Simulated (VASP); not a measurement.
# Sc3Re (I4/mmm) in VASP: single point with PBE

Aim: the single point of Sc3Re with PBE.

Everything below comes from runs of VASP 6.6.1. Logs are shortened: lines on timing, memory, paths and dates and some standing lists are left out, and cuts for length are marked.

### 1 The cell of the first run

The structure is tetragonal, space group I4/mmm (No. 139). Conventional cell: a = 4.819 Å, b = 4.819 Å, c = 6.755 Å, α = 90.00°, β = 90.00°, γ = 90.00°. Within 3.9 Å of Sc (site symmetry 4/mmm) lie 8 Sc at 2.94 Å and 6 Re at 3.38 to 3.41 Å. Within 3.9 Å of Sc (site symmetry -4m2) lie 10 Sc at 2.94 to 3.41 Å and 4 Re at 2.94 Å. Re (site symmetry 4/mmm) has 14 Sc at 2.94 to 3.41 Å within 3.9 Å.

### 2 Single point, PBE

The input, INCAR:

```
SYSTEM = Sc3Re
  PREC = Accurate
  ENCUT = 520
  EDIFF = 1E-7
  ISMEAR = 0
  SIGMA = 0.1
  LREAL = .FALSE.
  LASPH = .TRUE.
  NELM = 60
  ALGO = Normal
  ISIF = 2
  LWAVE = .FALSE.
  LCHARG = .FALSE.
  GGA = PE
  NBANDS = 28
```

The input, KPOINTS:

```
Automatic mesh
0
G
  6 6 6
  0 0 0
```

The input, POSCAR:

```
Sc3Re
1.0
   -2.4097300557      2.4097300557      3.3775095775
    2.4097300557     -2.4097300557      3.3775095775
    2.4097300557      2.4097300557     -3.3775095775
Sc Re
3 1
Direct
    0.5000000000      0.5000000000      0.0000000000
    0.2500000000      0.7500000000      0.5000000000
    0.7500000000      0.2500000000      0.5000000000
    0.0000000000      0.0000000000      0.0000000000
```

Potentials or basis: VASP PAW PBE potentials, release 64 (Sc_sv, Re).

The run is started by

```sh
$ cat potpaw_PBE.64/Sc_sv/POTCAR potpaw_PBE.64/Re/POTCAR > POTCAR
$ mpirun -np 1 vasp_std > vasp.out
```

OUTCAR:

```text
SYSTEM = Sc3Re
   PREC = Accurate
   ENCUT = 520
   EDIFF = 1E-7
   ISMEAR = 0
   LREAL = .FALSE.
   LASPH = .TRUE.
   NELM = 60
   ISIF = 2
   GGA = PE

 ion  position               nearest neighbor table
   1  0.500  0.500  0.000-   2 2.94   3 2.94   2 2.94   3 2.94   2 2.94   3 2.94   2 2.94   3 2.94
                             4 3.38   4 3.38   4 3.41   4 3.41   4 3.41   4 3.41
   2  0.250  0.750  0.500-   4 2.94   1 2.94   1 2.94   4 2.94   1 2.94   4 2.94   4 2.94   1 2.94
                             3 3.38   3 3.38   3 3.41   3 3.41   3 3.41   3 3.41
   3  0.750  0.250  0.500-   1 2.94   4 2.94   1 2.94   4 2.94   1 2.94   4 2.94   1 2.94   4 2.94
                             2 3.38   2 3.38   2 3.41   2 3.41   2 3.41   2 3.41
   4  0.000  0.000  0.000-   3 2.94   2 2.94   2 2.94   3 2.94   2 2.94   3 2.94   3 2.94   2 2.94
                             1 3.38   1 3.38   1 3.41   1 3.41   1 3.41   1 3.41

  LATTYP: Found a body centered tetragonal cell.
 ALAT       =     4.8194601114
 C/A-ratio  =     1.4016132510

  Lattice vectors:

 A1 = (  -2.4097300557,   2.4097300557,   3.3775095775)
 A2 = (   2.4097300557,  -2.4097300557,   3.3775095775)
 A3 = (   2.4097300557,   2.4097300557,  -3.3775095775)

Analysis of symmetry for initial positions (statically):
=====================================================================
 Subroutine PRICEL returns:
 Original cell was already a primitive cell.

 Routine SETGRP: Setting up the symmetry group for a
 body centered tetragonal supercell.

 Subroutine GETGRP returns: Found 16 space group operations
 (whereof 16 operations were pure point group operations)
 out of a pool of 16 trial point group operations.

The static configuration has the point symmetry D_4h.

Analysis of symmetry for dynamics (positions and initial velocities):
=====================================================================
 Subroutine PRICEL returns:
 Original cell was already a primitive cell.

 Routine SETGRP: Setting up the symmetry group for a
 body centered tetragonal supercell.

 Subroutine GETGRP returns: Found 16 space group operations
 (whereof 16 operations were pure point group operations)
 out of a pool of 16 trial point group operations.

The dynamic configuration has the point symmetry D_4h.

 Subroutine INISYM returns: Found 16 space group operations
 (whereof 16 operations are pure point group operations),
 and found     1 'primitive' translations

----------------------------------------------------------------------------------------

                                     Primitive cell
[... 97 lines left out ...]
   EDIFFG = 0.1E-05   stopping-criterion for IOM
   NSW    =      0    number of steps for IOM
   IBRION =     -1    ionic relax: 0-MD 1-quasi-New 2-CG
   NFREE  =      0    steps in history (QN), initial steepest desc. (CG)
   ISIF   =      2    stress and relaxation
   ISYM   =      2    0-nonsym 1-usesym 2-fastsym
   POTIM  = 0.5000    time-step for ionic-motion
   TEBEG  =    0.0;   TEEND  =   0.0 temperature during run
   PSTRESS=    0.0 pullay stress
   NELECT =      40.0000    total number of electrons
   NUPDOWN=      -1.0000    fix difference up-down
   EMIN   =  10.00;   EMAX   =-10.00  energy-range for DOS
   EFERMI =   0.00;   METHOD = LEGACY
   ISMEAR =     0;   SIGMA  =   0.10  broadening in eV -4-tet -1-fermi 0-gaus
   EFERMI_NEDOS =   21; number of points for ismear=-14 and -15
   IALGO  =     38    algorithm
   IMIX   =      4    mixing-type and parameters
     AMIX     =   0.40;   BMIX     =  1.00
     AMIX_MAG =   1.60;   BMIX_MAG =  1.00
  volume/ion in A,a.u.               =      19.61       132.35
  Fermi-wavevector in a.u.,A,eV,Ry     =   1.307867  2.471511 23.272997  1.710517
  Thomas-Fermi vector in A             =   2.438573
   LORBIT       =      0    0 simple, 1 ext, 2 COOP (PROOUT), +10 PAW based schemes
   GGA     = PE    functional components
   LHFCALC =     F    Hartree Fock is set to
   AEXX    =    0.0000 exact exchange contribution
   IVDW    =     0    specifies the selected vdW correction
   LEPSILON=     F    determine dielectric tensor
   LRPA    =     F    only Hartree local field effects (RPA)
 non-spin polarized calculation
 Gauss-broadening in eV      SIGMA  =   0.10
  energy-cutoff  :      520.00
  volume of cell :       78.45
 maximum number of plane-waves:      2134
   NGX = 17   NGY = 17   NGZ = 17

 number of electron      39.9999996 magnetization

 Free energy of the ion-electron system (eV)
  ---------------------------------------------------
  ext. energy  EPLUGINS =         0.00000000
  ---------------------------------------------------
  free energy    TOTEN  =       -30.97894620 eV

  energy without entropy =      -30.94726716  energy(sigma->0) =      -30.96310668

 E-fermi :   4.9616     XC(G=0): -11.1497

 val. band max:        4.9579931824   @ k =   0.3333   0.1667   0.0000
 cond. band min:       4.9684323811   @ k =  -0.3333   0.3333   0.1667
 fundamental gap:      0.0104391987
 Fermi energy:         4.9615669249

 k-point     1 :       0.0000    0.0000    0.0000
  band No.  band energies     occupation
      1     -44.4987      2.00000
      2     -43.8151      2.00000
      3     -43.7900      2.00000
      4     -23.2082      2.00000
      5     -23.2082      2.00000
      6     -23.1984      2.00000
[... 733 lines left out ...]
     27       7.8366      0.00000
     28       8.1075      0.00000

 [... further k-points ...]

------------------------ aborting loop because EDIFF is reached ----------------------------------------

  FORCE on cell =-STRESS in cart. coord.  units (eV):
  Direction    XX          YY          ZZ          XY          YZ          ZX
  --------------------------------------------------------------------------------------
  -------------------------------------------------------------------------------------
  Total       -0.0376116     -0.0376116      0.0438703      0.0000000     -0.0000000      0.0000000
  in kB       -0.7681378     -0.7681378      0.8959581      0.0000000     -0.0000000      0.0000000
  external PRESSURE =      -0.2134392 kB  Pullay stress =       0.0000000 kB

 VOLUME and BASIS-vectors are now :
 -----------------------------------------------------------------------------
  energy-cutoff  :      520.00
  volume of cell :       78.45
      direct lattice vectors                 reciprocal lattice vectors
    -2.409730056  2.409730056  3.377509578     0.000000000  0.207492121  0.148038070
     2.409730056 -2.409730056  3.377509578     0.207492121  0.000000000  0.148038070
     2.409730056  2.409730056 -3.377509578     0.207492121  0.207492121  0.000000000

 POSITION                                       TOTAL-FORCE (eV/Angst)
 -----------------------------------------------------------------------------------
      0.00000      0.00000      3.37751         0.000000      0.000000     -0.000000
      2.40973      0.00000      1.68875        -0.000000      0.000000     -0.000000
      0.00000      2.40973      1.68875         0.000000     -0.000000      0.000000
      0.00000      0.00000      0.00000         0.000000      0.000000     -0.000000
 -----------------------------------------------------------------------------------
    total drift:                               -0.000000      0.000000      0.000000

  FREE ENERGIE OF THE ION-ELECTRON SYSTEM (eV)
  ---------------------------------------------------
  free  energy   TOTEN  =       -30.9789461957 eV

  energy  without entropy=      -30.9472671623  energy(sigma->0) =      -30.96310668
```

OSZICAR:

```text
N       E                     dE             d eps       ncg     rms          rms(c)
DAV:   1     0.626293106341E+03    0.62629E+03   -0.19356E+04  2396   0.162E+03
DAV:   2     0.432733517976E+01   -0.62197E+03   -0.61409E+03  2616   0.736E+02
DAV:   3    -0.319807441724E+02   -0.36308E+02   -0.35103E+02  3200   0.209E+02
DAV:   4    -0.340070261876E+02   -0.20263E+01   -0.19742E+01  3208   0.400E+01
DAV:   5    -0.340785277368E+02   -0.71502E-01   -0.70797E-01  3092   0.783E+00    0.208E+01
DAV:   6    -0.324849275451E+02    0.15936E+01   -0.18349E+01  2864   0.361E+01    0.138E+01
DAV:   7    -0.315165411501E+02    0.96839E+00   -0.14778E+01  3040   0.292E+01    0.444E+00
DAV:   8    -0.309987040448E+02    0.51784E+00   -0.18757E+00  2880   0.111E+01    0.114E+00
DAV:   9    -0.309847892509E+02    0.13915E-01   -0.21596E-01  3048   0.337E+00    0.977E-01
DAV:  10    -0.309796820023E+02    0.51072E-02   -0.21402E-02  2872   0.170E+00    0.639E-01
DAV:  11    -0.309791407053E+02    0.54130E-03   -0.32160E-03  3292   0.716E-01    0.474E-01
DAV:  12    -0.309791552476E+02   -0.14542E-04   -0.37388E-04  2772   0.223E-01    0.105E-01
DAV:  13    -0.309789450879E+02    0.21016E-03   -0.10135E-03  3056   0.321E-01    0.120E-02
DAV:  14    -0.309789465398E+02   -0.14519E-05   -0.31073E-05  2948   0.465E-02    0.488E-03
DAV:  15    -0.309789463366E+02    0.20312E-06   -0.29715E-06  3168   0.154E-02    0.260E-03
DAV:  16    -0.309789462112E+02    0.12547E-06   -0.16798E-07  1704   0.429E-03    0.460E-04
DAV:  17    -0.309789461957E+02    0.15460E-07   -0.19237E-08  1360   0.363E-03
   1 F= -.30978946E+02 E0= -.30963107E+02  d E =-.316790E-01
```

Run time: 3.7 min. Hardware: 1 thread of AMD EPYC 7R13, shared host; peak memory 0.21 GiB.

What came out:

```yaml
Free_energy: -30.9789 eV
Pressure: 0.0 GPa
Band_gap_on_the_k_mesh: zero (bands 20 and 21 overlap by 1.31 eV)
```

Stress tensor (GPa, compression positive):
```
-0.08  0.00  0.00
 0.00 -0.08  0.00
 0.00  0.00  0.09
```

Caveat: spin-orbit coupling is left out, which moves the levels of the heavy elements.
